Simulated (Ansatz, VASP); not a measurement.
**One calculation of RbMg3Zn, two programs**

```
CELL_PARAMETERS angstrom
5.30396 0.00000 0.00000
0.00000 5.30396 0.00000
0.00000 0.00000 5.30396
ATOMIC_POSITIONS crystal
Rb 0.50000 0.50000 0.50000
Mg 0.00000 0.50000 0.00000
Mg 0.00000 0.00000 0.50000
Mg 0.50000 0.00000 0.00000
Zn 0.00000 0.00000 0.00000
```

Change from the starting cell: species swapped into the KPdF3 type (Pm-3m, No. 221).

Alike in both runs: task relaxation of cell and atoms; functional PBE; k mesh 8 × 8 × 8; occupations gaussian, width 0.1 eV; no spin polarisation.

|  | VASP | Ansatz |
| --- | --- | --- |
| version | VASP 6.6.1 | Ansatz 0.2.0 |
| potentials or method | VASP PAW PBE potentials, release 64 (Rb_sv, Mg, Zn), cutoff 600 eV | scalar-relativistic, plane waves, PAW |
| valence electrons in the cell | 27 | 51 |

```tsv
	VASP	Ansatz	Ansatz less VASP
gap on the k mesh at the Fermi level, each at its own relaxed structure (eV)	none	none	-
relaxed volume (Å³/atom)	30.20	30.23	+0.039
relaxed cell length with the largest relative difference (Å)	5.325	5.327	+0.0023
```

A gap of «none» marks a metal or a gap that the smearing closes. VASP's potentials hold 27 valence electrons a cell and Ansatz's 51, so a difference there can come from the potentials and not from the codes.
